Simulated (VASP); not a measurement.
# Rb (Im-3m) in VASP: a series of runs, part 2 of 2

VASP 6.6.1. The steps go on from the part before.

## Step 4: Relaxation of cell and atoms, PBE

Input file INCAR:

```
SYSTEM = Rb
PREC = Accurate
ENCUT = 600
EDIFF = 1E-6
ISMEAR = -1
SIGMA = 0.15
LREAL = .FALSE.
LASPH = .TRUE.
NELM = 60
ALGO = Normal
ISIF = 3
LWAVE = .FALSE.
LCHARG = .FALSE.
GGA = PE
IBRION = 2
NSW = 80
EDIFFG = -0.001
```

Input file KPOINTS:

```
Automatic mesh
0
G
  12 12 12
  0 0 0
```

Input file POSCAR:

```
Rb
1.0
   -2.8350112228      2.8350112228      2.8350112228
    2.8350112228     -2.8350112228      2.8350112228
    2.8350112228      2.8350112228     -2.8350112228
Rb
1
Direct
    0.0000000000      0.0000000000      0.0000000000
```

Potentials or basis: VASP PAW PBE potentials, release 64 (Rb_sv).

Launch:

```bash
$ cat potpaw_PBE.64/Rb_sv/POTCAR > POTCAR
$ mpirun -np 1 vasp_std > vasp.out
```

OUTCAR:

```text
SYSTEM = Rb
   PREC = Accurate
   ENCUT = 600
   EDIFF = 1E-6
   ISMEAR = -1
   LREAL = .FALSE.
   LASPH = .TRUE.
   NELM = 60
   ISIF = 3
   GGA = PE
   IBRION = 2
   NSW = 80
   EDIFFG = -0.001

 ion  position               nearest neighbor table
   1  0.000  0.000  0.000-

  LATTYP: Found a body centered cubic cell.
 ALAT       =     5.6700224456

  Lattice vectors:

 A1 = (  -2.8350112228,   2.8350112228,   2.8350112228)
 A2 = (   2.8350112228,  -2.8350112228,   2.8350112228)
 A3 = (   2.8350112228,   2.8350112228,  -2.8350112228)

Analysis of symmetry for initial positions (statically):
=====================================================================
 Subroutine PRICEL returns:
 Original cell was already a primitive cell.

 Routine SETGRP: Setting up the symmetry group for a
 body centered cubic supercell.

 Subroutine GETGRP returns: Found 48 space group operations
 (whereof 48 operations were pure point group operations)
 out of a pool of 48 trial point group operations.

The static configuration has the point symmetry O_h .

Analysis of symmetry for dynamics (positions and initial velocities):
=====================================================================
 Subroutine PRICEL returns:
 Original cell was already a primitive cell.

 Routine SETGRP: Setting up the symmetry group for a
 body centered cubic supercell.

 Subroutine GETGRP returns: Found 48 space group operations
 (whereof 48 operations were pure point group operations)
 out of a pool of 48 trial point group operations.

The dynamic configuration has the point symmetry O_h .

 Subroutine INISYM returns: Found 48 space group operations
 (whereof 48 operations are pure point group operations),
 and found     1 'primitive' translations

----------------------------------------------------------------------------------------

                                     Primitive cell

  volume of cell :      91.1432

  direct lattice vectors                    reciprocal lattice vectors
    -2.835011223  2.835011223  2.835011223     0.000000000  0.176366145  0.176366145
     2.835011223 -2.835011223  2.835011223     0.176366145  0.000000000  0.176366145
     2.835011223  2.835011223 -2.835011223     0.176366145  0.176366145  0.000000000

  length of vectors
     4.910383478  4.910383478  4.910383478     0.249419394  0.249419394  0.249419394

  position of ions in fractional coordinates (direct lattice)
     0.000000000  0.000000000  0.000000000

  ion indices of the primitive-cell ions
   primitive index   ion index
                 1           1

----------------------------------------------------------------------------------------

 KPOINTS: Automatic mesh

Automatic generation of k-mesh.
 Grid dimensions read from file:
 generate k-points for:   12   12   12

 Generating k-lattice:

  Cartesian coordinates                     Fractional coordinates (reciprocal lattice)
     0.000000000  0.014697179  0.014697179     0.083333333  0.000000000  0.000000000
     0.014697179  0.000000000  0.014697179     0.000000000  0.083333333  0.000000000
     0.014697179  0.014697179  0.000000000     0.000000000  0.000000000  0.083333333
[... 42 lines left out ...]
   dimension x,y,z NGX =    40 NGY =   40 NGZ =   40
   dimension x,y,z NGXF=    80 NGYF=   80 NGZF=   80
   ions per type =               1
   NGX,Y,Z   is equivalent  to a cutoff of  13.54, 13.54, 13.54 a.u.
   NGXF,Y,Z  is equivalent  to a cutoff of  27.08, 27.08, 27.08 a.u.
 SYSTEM =  Rb
   PREC   = accura    normal or accurate (medium, high low for compatibility)
   ISTART =      0    job   : 0-new  1-cont  2-samecut
   ICHARG =      2    charge: 1-file 2-atom 10-const
   ISPIN  =      1    spin polarized calculation?
   LNONCOLLINEAR =      F non collinear calculations
   LSORBIT =      F    spin-orbit coupling
   LASPH  =      T    aspherical Exc in radial PAW
   ENCUT  =  600.0 eV  44.10 Ry    6.64 a.u.   9.81  9.81  9.81*2*pi/ulx,y,z
   NELM   =     60;   NELMIN=  2; NELMDL= -5     # of ELM steps
   EDIFF  = 0.1E-05   stopping-criterion for ELM
   LREAL  =      F    real-space projection
   EDIFFG = -.1E-02   stopping-criterion for IOM
   NSW    =     80    number of steps for IOM
   IBRION =      2    ionic relax: 0-MD 1-quasi-New 2-CG
   NFREE  =      1    steps in history (QN), initial steepest desc. (CG)
   ISIF   =      3    stress and relaxation
   ISYM   =      2    0-nonsym 1-usesym 2-fastsym
   POTIM  = 0.5000    time-step for ionic-motion
   TEBEG  =    0.0;   TEEND  =   0.0 temperature during run
   PSTRESS=    0.0 pullay stress
   NELECT =       9.0000    total number of electrons
   NUPDOWN=      -1.0000    fix difference up-down
   EMIN   =  10.00;   EMAX   =-10.00  energy-range for DOS
   EFERMI =   0.00;   METHOD = LEGACY
   ISMEAR =    -1;   SIGMA  =   0.15  broadening in eV -4-tet -1-fermi 0-gaus
   EFERMI_NEDOS =   21; number of points for ismear=-14 and -15
   IALGO  =     38    algorithm
   IMIX   =      4    mixing-type and parameters
     AMIX     =   0.40;   BMIX     =  1.00
     AMIX_MAG =   1.60;   BMIX_MAG =  1.00
  volume/ion in A,a.u.               =      91.14       615.06
  Fermi-wavevector in a.u.,A,eV,Ry     =   0.756683  1.429924  7.790285  0.572570
  Thomas-Fermi vector in A             =   1.854859
   LORBIT       =      0    0 simple, 1 ext, 2 COOP (PROOUT), +10 PAW based schemes
   GGA     = PE    functional components
   LHFCALC =     F    Hartree Fock is set to
   AEXX    =    0.0000 exact exchange contribution
   IVDW    =     0    specifies the selected vdW correction
   LEPSILON=     F    determine dielectric tensor
   LRPA    =     F    only Hartree local field effects (RPA)
 conjugate gradient relaxation of ions
 non-spin polarized calculation
  energy-cutoff  :      600.00
  volume of cell :       91.14
 maximum number of plane-waves:      3066
   NGX = 19   NGY = 19   NGZ = 19

--------------------------------------- Ionic step        1  -------------------------------------------

 number of electron       9.0000000 magnetization

 Free energy of the ion-electron system (eV)
  ---------------------------------------------------
  ext. energy  EPLUGINS =         0.00000000
  ---------------------------------------------------
  free energy    TOTEN  =        -0.96969563 eV

  energy without entropy =       -0.90276776  energy(sigma->0) =       -0.93623170

------------------------ aborting loop because EDIFF is reached ----------------------------------------

  FORCE on cell =-STRESS in cart. coord.  units (eV):
  Direction    XX          YY          ZZ          XY          YZ          ZX
  --------------------------------------------------------------------------------------
  -------------------------------------------------------------------------------------
  Total        0.0099033      0.0099033      0.0099033     -0.0000000     -0.0000000     -0.0000000
  in kB        0.1740876      0.1740876      0.1740876     -0.0000000     -0.0000000     -0.0000000
  external PRESSURE =       0.1740876 kB  Pullay stress =       0.0000000 kB
[... 92 lines left out ...]
--------------------------------------- Ionic step        4  -------------------------------------------

 number of electron       9.0000000 magnetization

 Free energy of the ion-electron system (eV)
  ---------------------------------------------------
  ext. energy  EPLUGINS =         0.00000000
  ---------------------------------------------------
  free energy    TOTEN  =        -0.96972264 eV

  energy without entropy =       -0.90267567  energy(sigma->0) =       -0.93619916

 E-fermi :  -0.0171     XC(G=0):  -5.4493

 val. band max:       -0.0233014122   @ k =   0.2500   0.2500   0.0000
 cond. band min:       0.0221160746   @ k =   0.3333   0.1667  -0.0000
 fundamental gap:      0.0454174868
 Fermi energy:        -0.0170798118

 k-point     1 :       0.0000    0.0000    0.0000
  band No.  band energies     occupation
      1     -28.9087      2.00000
      2     -12.9515      2.00000
      3     -12.9515      2.00000
      4     -12.9515      2.00000
      5      -1.9661      2.00000
      6       3.6695      0.00000
      7       3.6695      0.00000
      8       3.6695      0.00000
[... 243 lines left out ...]
 k-point    24 :       0.4167    0.0833    0.0833
  band No.  band energies     occupation
      1     -28.9046      2.00000
      2     -13.0382      2.00000
      3     -12.9863      2.00000
      4     -12.9575      2.00000
      5       0.4113      0.10872
      6       0.8234      0.00735
      7       2.2745      0.00000
      8       4.0012      0.00000

 [... further k-points ...]

------------------------ aborting loop because EDIFF is reached ----------------------------------------

  FORCE on cell =-STRESS in cart. coord.  units (eV):
  Direction    XX          YY          ZZ          XY          YZ          ZX
  --------------------------------------------------------------------------------------
  -------------------------------------------------------------------------------------
  Total        0.0002569      0.0002569      0.0002569     -0.0000000     -0.0000000      0.0000000
  in kB        0.0044916      0.0044916      0.0044916     -0.0000000     -0.0000000      0.0000000
  external PRESSURE =       0.0044916 kB  Pullay stress =       0.0000000 kB
[... 16 lines left out ...]
  FREE ENERGIE OF THE ION-ELECTRON SYSTEM (eV)
  ---------------------------------------------------
  free  energy   TOTEN  =        -0.9697226434 eV

  energy  without entropy=       -0.9026756686  energy(sigma->0) =       -0.93619916

 reached required accuracy - stopping structural energy minimisation
```

OSZICAR:

```text
N       E                     dE             d eps       ncg     rms          rms(c)
DAV:   1     0.490334031975E+02    0.49033E+02   -0.36100E+03  1152   0.917E+02
DAV:   2     0.198452850428E+01   -0.47049E+02   -0.46342E+02  1272   0.144E+02
DAV:   3    -0.867402144882E+00   -0.28519E+01   -0.28485E+01  1480   0.413E+01
DAV:   4    -0.966661426617E+00   -0.99259E-01   -0.98972E-01  1920   0.589E+00
[... 19 lines left out ...]
       N       E                     dE             d eps       ncg     rms          rms(c)
DAV:   1    -0.969808459815E+00   -0.88357E-04   -0.20658E-03  1152   0.344E-01    0.424E-02
DAV:   2    -0.969743074462E+00    0.65385E-04   -0.14822E-04  1208   0.101E-01    0.211E-02
DAV:   3    -0.969722918666E+00    0.20156E-04   -0.11334E-04  1728   0.665E-02    0.486E-03
DAV:   4    -0.969722643412E+00    0.27525E-06   -0.18438E-06  1232   0.132E-02
   4 F= -.96972264E+00 E0= -.93619916E+00  d E =-.270113E-04
```

Run time: 2.8 min. Hardware: 1 thread of Intel Xeon 8259CL, shared host; peak memory 0.28 GiB.

Results:

| Quantity | Value |
| --- | --- |
| Free energy | -0.9697 eV |
| Relaxed volume | 91.64 Å³/atom |
| Relaxed cell | a = 4.919 Å, b = 4.919 Å, c = 4.919 Å, α = 109.47°, β = 109.47°, γ = 109.47° |
| Space group after relaxing (to 0.1 Å) | Im-3m (No. 229) |
| Energy gained by relaxing | 0.0 meV/atom |
| Ionic steps | 4 |
| Pressure after relaxing | 0.0 GPa |
| Band gap on the k mesh | zero (an odd number of electrons rules out a gap without spin polarisation) |

Final structure:
```xyz
1
Lattice="-2.8401 2.8401 2.8401 2.8401 -2.8401 2.8401 2.8401 2.8401 -2.8401" Properties=species:S:1:pos:R:3 pbc="T T T"
Rb    2.8401    2.8401   -2.8401
```

Levels at points of the mesh, in eV from the Fermi level:
```
           k point  band 1  band 2  band 3  band 4  band 5  band 6  band 7  band 8
(0.00, 0.00, 0.00)  -28.89  -12.93  -12.93  -12.93   -1.95    3.69    3.69    3.69
(0.50, 0.00, 0.00)  -28.89  -13.03  -12.97  -12.93    0.25    0.79    2.60    4.25
(0.50, 0.50, 0.50)  -28.88  -13.00  -13.00  -13.00    1.28    1.28    3.25    3.25
```

PBE usually gives volumes a little too large and moduli too small. Zero-point motion and thermal expansion aren't in these numbers.

## Step 5: Overview

| task | cell | k mesh | cutoff (eV) | smearing | gap on the mesh (eV) | pressure (GPa) |
| --- | --- | --- | --- | --- | --- | --- |
| single point | a = 4.910 Å, angles 109.5°, 1 atom | 10 × 10 × 10 | 520 | gaussian 0.1 eV | none | 0.0 |
| single point | a = 4.920 Å, angles 109.5°, 1 atom | 12 × 12 × 12 | 520 | fermi-dirac 0.15 eV | none | 0.0 |
| relaxation of cell and atoms | relaxed from a = 4.910 Å, angles 109.5°, 1 atom | 12 × 12 × 12 | 600 | fermi-dirac 0.15 eV | none | 0.0 |

Alike in all rows: level PBE; potentials or basis VASP PAW PBE potentials, release 64 (Rb_sv); no spin polarisation.

Absolute energies hang on the potentials; compare differences alone.
